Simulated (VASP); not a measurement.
# H2ClF in VASP: a series of runs

Runs on H2ClF. Level: PBE+D3(BJ). Tasks: single point.

All numbers are computed with VASP 6.6.1; they aren't measurements. Logs are shortened: lines on timing, memory, paths and dates and some standing lists are left out, and cuts for length are marked.

## 1. The cell of the first run

The cell holds an amorphous packing of atoms, 12 atoms: a = 6.546 Å, b = 6.546 Å, c = 6.546 Å, α = 90.00°, β = 90.00°, γ = 90.00°.

## 2. Single point, PBE+D3(BJ)

The input, INCAR:

```
SYSTEM = H2ClF
PREC     = Accurate       ! precision mode
ENCUT    = 520            ! plane-wave cutoff, eV
EDIFF    = 1E-7           ! SCF threshold, eV
ISMEAR   = -1             ! smearing method
SIGMA    = 0.02           ! smearing width, eV
LREAL    = .FALSE.        ! projectors in reciprocal space
LASPH    = .TRUE.         ! aspherical terms in the spheres
NELM     = 100            ! most SCF steps
ALGO     = Normal         ! electronic algorithm
ISIF     = 2              ! what is computed and relaxed
LWAVE    = .FALSE.        ! write WAVECAR
LCHARG   = .TRUE.         ! write CHGCAR
GGA      = PE             ! functional
IVDW     = 12             ! dispersion correction
LELF     = .TRUE.         ! ELF
LVHAR    = .TRUE.       
NBANDS   = 36             ! bands
```

The input, KPOINTS:

```
Automatic mesh
0
G
  1 1 1
  0 0 0
```

The input, POSCAR:

```
H2ClF
1.0
    6.5460240000      0.0000000000      0.0000000000
    0.0000000000      6.5460240000      0.0000000000
    0.0000000000      0.0000000000      6.5460240000
F H Cl
3 6 3
Direct
    0.4949111094      0.2207446841      0.7549468196
    0.6267163090      0.1837145724      0.3898855244
    0.6207890469      0.6094844749      0.5845685870
    0.5358214391      0.2329200137      0.6186045147
    0.7247605569      0.1246252687      0.3161919357
    0.5303066411      0.6980267717      0.6540458758
    0.3510222388      0.9819242948      0.8101864582
    0.1610748754      0.4093629965     -0.0818359358
    0.8340482711      0.7474919126      0.4375174915
    0.2975546683      0.7843692599      0.8093157006
    0.0711271453      0.3346000565      0.0658109411
    0.9199782952      0.8392269873      0.2887401574
```

Potentials or basis: VASP PAW PBE potentials, release 64 (F, H, Cl).

On the command line:

```bash
$ cat potpaw_PBE.64/F/POTCAR potpaw_PBE.64/H/POTCAR potpaw_PBE.64/Cl/POTCAR > POTCAR
$ mpirun -np 1 vasp_gam > vasp.out
```

OUTCAR:

```text
SYSTEM = H2ClF
   PREC = Accurate
   ENCUT = 520
   EDIFF = 1E-7
   ISMEAR = -1
   LREAL = .FALSE.
   LASPH = .TRUE.
   NELM = 100
   ISIF = 2
   GGA = PE
   IVDW = 12
 IVDW          = 12

 ion  position               nearest neighbor table
   1  0.495  0.221  0.755-   4 0.94
   2  0.627  0.184  0.390-   5 0.89
   3  0.621  0.609  0.585-   6 0.95
   4  0.536  0.233  0.619-   1 0.94
   5  0.725  0.125  0.316-   2 0.89
   6  0.530  0.698  0.654-   3 0.95
   7  0.351  0.982  0.810-  10 1.34
   8  0.161  0.409  0.918-  11 1.23
   9  0.834  0.747  0.438-  12 1.27
  10  0.298  0.784  0.809-   7 1.34
  11  0.071  0.335  0.066-   8 1.23
  12  0.920  0.839  0.289-   9 1.27

  LATTYP: Found a simple cubic cell.
 ALAT       =     6.5460240000

  Lattice vectors:

 A1 = (   6.5460240000,   0.0000000000,   0.0000000000)
 A2 = (   0.0000000000,   6.5460240000,   0.0000000000)
 A3 = (   0.0000000000,   0.0000000000,   6.5460240000)

Analysis of symmetry for initial positions (statically):
=====================================================================
 Subroutine PRICEL returns:
 Original cell was already a primitive cell.

 Routine SETGRP: Setting up the symmetry group for a
 simple cubic supercell.

 Subroutine GETGRP returns: Found  1 space group operations
 (whereof  1 operations were pure point group operations)
 out of a pool of 48 trial point group operations.

The static configuration has the point symmetry C_1 .

Analysis of symmetry for dynamics (positions and initial velocities):
=====================================================================
 Subroutine PRICEL returns:
 Original cell was already a primitive cell.

 Routine SETGRP: Setting up the symmetry group for a
 simple cubic supercell.

 Subroutine GETGRP returns: Found  1 space group operations
 (whereof  1 operations were pure point group operations)
 out of a pool of 48 trial point group operations.

The dynamic configuration has the point symmetry C_1 .

 Subroutine INISYM returns: Found  1 space group operations
 (whereof  1 operations are pure point group operations),
 and found     1 'primitive' translations

----------------------------------------------------------------------------------------

                                     Primitive cell

  volume of cell :     280.4999

  direct lattice vectors                    reciprocal lattice vectors
     6.546024000  0.000000000  0.000000000     0.152764487  0.000000000  0.000000000
     0.000000000  6.546024000  0.000000000     0.000000000  0.152764487  0.000000000
     0.000000000  0.000000000  6.546024000     0.000000000  0.000000000  0.152764487

  length of vectors
     6.546024000  6.546024000  6.546024000     0.152764487  0.152764487  0.152764487

  position of ions in fractional coordinates (direct lattice)
     0.494911109  0.220744684  0.754946820
     0.626716309  0.183714572  0.389885524
     0.620789047  0.609484475  0.584568587
     0.535821439  0.232920014  0.618604515
     0.724760557  0.124625269  0.316191936
     0.530306641  0.698026772  0.654045876
     0.351022239  0.981924295  0.810186458
     0.161074875  0.409362997  0.918164064
     0.834048271  0.747491913  0.437517492
     0.297554668  0.784369260  0.809315701
     0.071127145  0.334600057  0.065810941
     0.919978295  0.839226987  0.288740157

  ion indices of the primitive-cell ions
   primitive index   ion index
                 1           1
                 2           2
                 3           3
                 4           4
                 5           5
                 6           6
                 7           7
                 8           8
                 9           9
                10          10
                11          11
                12          12

----------------------------------------------------------------------------------------

 KPOINTS: Automatic mesh

Automatic generation of k-mesh.
 Grid dimensions read from file:
 generate k-points for:    1    1    1

 Generating k-lattice:

  Cartesian coordinates                     Fractional coordinates (reciprocal lattice)
     0.152764487  0.000000000  0.000000000     1.000000000  0.000000000  0.000000000
     0.000000000  0.152764487  0.000000000     0.000000000  1.000000000  0.000000000
     0.000000000  0.000000000  0.152764487     0.000000000  0.000000000  1.000000000

  Length of vectors
     0.152764487  0.152764487  0.152764487

  Shift w.r.t. Gamma in fractional coordinates (k-lattice)
     0.000000000  0.000000000  0.000000000

 Subroutine IBZKPT returns following result:
 ===========================================

 Found      1 irreducible k-points:

 Following reciprocal coordinates:
            Coordinates               Weight
  0.000000  0.000000  0.000000      1.000000
   k-points           NKPTS =      1   k-points in BZ     NKDIM =      1   number of bands    NBANDS=     36
   number of dos      NEDOS =    301   number of ions     NIONS =     12
   total plane-waves  NPLWV = 125000
   dimension x,y,z NGX =    50 NGY =   50 NGZ =   50
   dimension x,y,z NGXF=   100 NGYF=  100 NGZF=  100
   ions per type =               3   6   3
   NGX,Y,Z   is equivalent  to a cutoff of  12.70, 12.70, 12.70 a.u.
   NGXF,Y,Z  is equivalent  to a cutoff of  25.40, 25.40, 25.40 a.u.
 SYSTEM =  H2ClF
   PREC   = accura    normal or accurate (medium, high low for compatibility)
   ISTART =      0    job   : 0-new  1-cont  2-samecut
   ICHARG =      2    charge: 1-file 2-atom 10-const
   ISPIN  =      1    spin polarized calculation?
   LNONCOLLINEAR =      F non collinear calculations
   LSORBIT =      F    spin-orbit coupling
   LASPH  =      T    aspherical Exc in radial PAW
   ENCUT  =  520.0 eV  38.22 Ry    6.18 a.u.  12.17 12.17 12.17*2*pi/ulx,y,z
   NELM   =    100;   NELMIN=  2; NELMDL= -5     # of ELM steps
   EDIFF  = 0.1E-06   stopping-criterion for ELM
   LREAL  =      F    real-space projection
   EDIFFG = 0.1E-05   stopping-criterion for IOM
   NSW    =      0    number of steps for IOM
   IBRION =     -1    ionic relax: 0-MD 1-quasi-New 2-CG
   NFREE  =      0    steps in history (QN), initial steepest desc. (CG)
   ISIF   =      2    stress and relaxation
   ISYM   =      2    0-nonsym 1-usesym 2-fastsym
   POTIM  = 0.5000    time-step for ionic-motion
   TEBEG  =    0.0;   TEEND  =   0.0 temperature during run
   PSTRESS=    0.0 pullay stress
   NELECT =      48.0000    total number of electrons
   NUPDOWN=      -1.0000    fix difference up-down
   EMIN   =  10.00;   EMAX   =-10.00  energy-range for DOS
   EFERMI =   0.00;   METHOD = LEGACY
   ISMEAR =    -1;   SIGMA  =   0.02  broadening in eV -4-tet -1-fermi 0-gaus
   EFERMI_NEDOS =   21; number of points for ismear=-14 and -15
   IALGO  =     38    algorithm
   IMIX   =      4    mixing-type and parameters
     AMIX     =   0.40;   BMIX     =  1.00
     AMIX_MAG =   1.60;   BMIX_MAG =  1.00
  volume/ion in A,a.u.               =      23.37       157.74
  Fermi-wavevector in a.u.,A,eV,Ry     =   0.908889  1.717552 11.239497  0.826080
  Thomas-Fermi vector in A             =   2.032869
   LORBIT       =      0    0 simple, 1 ext, 2 COOP (PROOUT), +10 PAW based schemes
   GGA     = PE    functional components
   LHFCALC =     F    Hartree Fock is set to
   AEXX    =    0.0000 exact exchange contribution
   IVDW    =    12    specifies the selected vdW correction
   LEPSILON=     F    determine dielectric tensor
   LRPA    =     F    only Hartree local field effects (RPA)
 non-spin polarized calculation
  energy-cutoff  :      520.00
  volume of cell :      280.50
 maximum number of plane-waves:      3761
 NGX is ok and might be reduce to    50
   NGX = 25   NGY = 25   NGZ = 25

 number of electron      47.9999999 magnetization

 Free energy of the ion-electron system (eV)
  ---------------------------------------------------
  ext. energy  EPLUGINS =         0.00000000
  ---------------------------------------------------
  free energy    TOTEN  =       -42.74321167 eV

  energy without entropy =      -42.74321167  energy(sigma->0) =      -42.74321167

 E-fermi :  -4.3427     XC(G=0):  -5.5348

 val. band max:       -4.8318293853   @ k =   0.0000   0.0000   0.0000
 cond. band min:       0.7584482005   @ k =   0.0000   0.0000   0.0000
 fundamental gap:      5.5902775858
 Fermi energy:        -4.3427099591

 k-point     1 :       0.0000    0.0000    0.0000
  band No.  band energies     occupation
      1     -28.1805      2.00000
      2     -27.3193      2.00000
      3     -27.0224      2.00000
      4     -18.7158      2.00000
      5     -18.4218      2.00000
      6     -18.3294      2.00000
[... 28 lines left out ...]
     35       6.0431      0.00000
     36       6.1401      0.00000

------------------------ aborting loop because EDIFF is reached ----------------------------------------

 Edisp (eV)   -0.39676

 E8    (eV) :    -0.1027

  FORCE on cell =-STRESS in cart. coord.  units (eV):
  Direction    XX          YY          ZZ          XY          YZ          ZX
  --------------------------------------------------------------------------------------
  -------------------------------------------------------------------------------------
  Total       3.30409     0.49283     4.50233    -1.55578     0.27716    -3.81832
  in kB      18.87249     2.81497    25.71669    -8.88640     1.58312   -21.80971
  external pressure =       15.80 kB  Pullay stress =        0.00 kB

 VOLUME and BASIS-vectors are now :
 -----------------------------------------------------------------------------
  energy-cutoff  :      520.00
  volume of cell :      280.50
      direct lattice vectors                 reciprocal lattice vectors
     6.546024000  0.000000000  0.000000000     0.152764487  0.000000000  0.000000000
     0.000000000  6.546024000  0.000000000     0.000000000  0.152764487  0.000000000
     0.000000000  0.000000000  6.546024000     0.000000000  0.000000000  0.152764487

 POSITION                                       TOTAL-FORCE (eV/Angst)
 -----------------------------------------------------------------------------------
      3.23970      1.44500      4.94190        -0.585710     -0.220463      1.191631
      4.10250      1.20260      2.55220        -2.933244      1.926247      1.778208
      4.06370      3.98970      3.82660         1.053696     -0.539285     -0.706389
      3.50750      1.52470      4.04940         0.499149      0.046869     -0.964858
      4.74430      0.81580      2.06980         2.839901     -1.972041     -1.866747
      3.47140      4.56930      4.28140        -0.664273      0.333797      0.484513
      2.29780      6.42770      5.30350        -0.103071     -0.628100     -0.064522
      1.05440      2.67970      6.01032         0.867401      0.675356     -1.389005
      5.45970      4.89310      2.86400        -0.507842     -0.403735      0.516464
      1.94780      5.13450      5.29780        -0.102457      1.126098      0.208499
      0.46560      2.19030      0.43080        -0.833566     -0.825539      1.405351
      6.02220      5.49360      1.89010         0.470017      0.480796     -0.593147
 -----------------------------------------------------------------------------------
    total drift:                               -0.000384      0.000694     -0.000149

  FREE ENERGIE OF THE ION-ELECTRON SYSTEM (eV)
  ---------------------------------------------------
  free  energy   TOTEN  =       -43.1399766350 eV

  energy  without entropy=      -43.1399766350  energy(sigma->0) =      -43.13997664
```

Run time: 33 s. Hardware: 1 thread of AMD EPYC 7R43 (Zen 3), shared host; peak memory 0.29 GiB.

What came out:

```yaml
Free_energy: -43.1400 eV
Pressure: 1.6 GPa
Largest_force: 3.934 eV/Å
Band_gap_on_the_k_mesh: 5.59 eV
Dispersion_energy_per_atom: -0.033 eV
```

Forces in eV/Å, atoms in the order of the input:
```
F   -0.586 -0.220  1.192
F   -2.933  1.926  1.778
F    1.054 -0.539 -0.706
H    0.499  0.047 -0.965
H    2.840 -1.972 -1.867
H   -0.664  0.334  0.485
H   -0.103 -0.628 -0.065
H    0.867  0.675 -1.389
H   -0.508 -0.404  0.516
Cl  -0.102  1.126  0.208
Cl  -0.834 -0.826  1.405
Cl   0.470  0.481 -0.593
```

Stress tensor (GPa, compression positive):
```
 1.89 -0.89 -2.18
-0.89  0.28  0.16
-2.18  0.16  2.57
```

Caveat: the k points lie up to 0.96 Å⁻¹ apart.

## 3. Single point, PBE+D3(BJ)

The input, INCAR:

```
SYSTEM = H2ClF
PREC = Accurate
ENCUT = 520
EDIFF = 1E-6
ISMEAR = -1
SIGMA = 0.02
LREAL = .FALSE.
LASPH = .TRUE.
NELM = 100
ALGO = Normal
ISIF = 2
LWAVE = .FALSE.
LCHARG = .FALSE.
GGA = PE
IVDW = 12
NBANDS = 36
```

KPOINTS is that of step 2.

The input, POSCAR:

```
H2ClF
1.0
    6.5460240000      0.0000000000      0.0000000000
    0.0000000000      6.5460240000      0.0000000000
    0.0000000000      0.0000000000      6.5460240000
F H Cl
3 6 3
Direct
    0.4550548547      0.2049030068      0.7546871200
    0.6404345600      0.1468525016      0.3989597349
    0.6217667396      0.6565206605      0.5966217050
    0.4822774863      0.1839131662      0.6160686243
    0.7415035447      0.0712340804      0.3395190730
    0.5015410881      0.7232940179      0.6366612771
    0.3845234909      0.9917776042      0.8174580478
    0.2148174220      0.3194152664      0.1584014968
    0.8027468277      0.7071009822      0.3577133234
    0.2655352318      0.8178552355      0.8193523275
    0.0254658400      0.3227455322      0.0944237296
    0.9270512910      0.8421142361      0.2938883206
```

Potentials or basis: VASP PAW PBE potentials, release 64 (F, H, Cl).

On the command line:

```bash
$ cat potpaw_PBE.64/F/POTCAR potpaw_PBE.64/H/POTCAR potpaw_PBE.64/Cl/POTCAR > POTCAR
$ mpirun -np 1 vasp_gam > vasp.out
```

It took 25 s on 1 thread of AMD EPYC 7R43 (Zen 3), shared host; peak memory 0.28 GiB.

The run converged. Its results:

```yaml
Free_energy: -43.0974 eV
Pressure: 1.0 GPa
Largest_force: 3.498 eV/Å
Band_gap_on_the_k_mesh: 5.49 eV
Dispersion_energy_per_atom: -0.033 eV
```

Forces in eV/Å, atoms in the order of the input:
```
F   -0.109  0.339  0.986
F   -2.604  2.014  1.183
F    1.044 -0.623 -0.555
H    0.682 -0.009 -1.135
H    2.067 -1.756 -0.960
H   -1.049  0.307  0.545
H   -0.937 -0.852  0.059
H   -0.607  0.033 -0.228
H   -0.475 -0.433  0.434
Cl   0.555  0.675  0.048
Cl   0.707  0.016  0.100
Cl   0.725  0.290 -0.478
```

Stress tensor (GPa, compression positive):
```
 1.01 -1.05 -1.37
-1.05  1.11  0.35
-1.37  0.35  0.93
```

Levels at points of the mesh, in eV from the valence-band top:
```tsv
k point	band 20	band 21	band 22	band 23	band 24	band 25	band 26	band 27	band 28	band 29
(0.00, 0.00, 0.00)	-0.65	-0.35	-0.24	-0.06	0.00	5.49	7.36	7.80	8.65	8.85
```

Caveat: the k points lie up to 0.96 Å⁻¹ apart.

## 4. Single point, PBE+D3(BJ)

The input, INCAR:

```
PREC = Accurate ; ENCUT = 520
EDIFF = 1E-7 ; ISMEAR = -1
SIGMA = 0.02 ; LREAL = F
LASPH = T ; NELM = 60
ALGO = Normal ; ISIF = 2
LWAVE = F ; LCHARG = F
GGA = PE ; IVDW = 12
NBANDS = 36
```

The input, KPOINTS:

```
Automatic mesh
0
Gamma
  1 1 1
```

The input, POSCAR:

```
H2ClF
1.0
    6.5460240000      0.0000000000      0.0000000000
    0.0000000000      6.5460240000      0.0000000000
    0.0000000000      0.0000000000      6.5460240000
F H Cl
3 6 3
Direct
    0.4269767419      0.2825531956      0.7620656447
    0.6216598045      0.1332106329      0.4586753730
    0.6663892464      0.6712013277      0.6385861097
    0.5505173828      0.2759079405      0.6789617637
    0.7582770854      0.0792694924      0.4008845675
    0.5246543551      0.6712777100      0.6693834303
    0.2788104657      0.9773413602      0.8522577980
    0.0796208508      0.4619139802      0.0147723259
    0.8554811287      0.7923282897      0.4791763672
    0.2295744715      0.7843387070      0.8024718516
    0.0305681739      0.2754343705      0.0185150559
    0.9613927477      0.8733545737      0.3233718666
```

On the command line:

```bash
$ cat potpaw_PBE.64/F/POTCAR potpaw_PBE.64/H/POTCAR potpaw_PBE.64/Cl/POTCAR > POTCAR
$ mpirun -np 1 vasp_gam > vasp.out
```

Run time: 27 s. Hardware: 1 thread of AMD EPYC 7R43 (Zen 3), shared host; peak memory 0.28 GiB.

It converged, with:

| Item | Value |
| --- | --- |
| Free energy | -43.1336 eV |
| Pressure | -1.0 GPa |
| Largest force | 2.190 eV/Å |
| Band gap on the k mesh | 5.68 eV |
| Dispersion energy per atom | -0.034 eV |

Forces on the atoms (eV/Å):
```
F    1.018  0.155 -0.408
F    1.971 -0.533 -0.790
F    0.293 -0.255 -0.029
H   -1.024 -0.312  0.343
H   -1.881  0.703  0.716
H   -0.224  0.255  0.113
H   -0.222 -0.976 -0.393
H    0.262  0.787 -0.030
H    0.407  0.136 -0.765
Cl   0.321  1.053  0.340
Cl  -0.384 -0.724  0.062
Cl  -0.539 -0.289  0.842
```

Stress tensor (GPa, compression positive):
```
-1.48  0.01  0.79
 0.01 -0.88 -0.41
 0.79 -0.41 -0.72
```

Levels at points of the mesh, in eV from the valence-band top:
| k point | band 21 | band 22 | band 23 | band 24 | band 25 | band 26 | band 27 | band 28 |
| --- | --- | --- | --- | --- | --- | --- | --- | --- |
| (0.00, 0.00, 0.00) | -0.68 | -0.23 | -0.04 | 0.00 | 5.68 | 7.31 | 7.57 | 8.14 |

Caveat: the k points lie up to 0.96 Å⁻¹ apart.
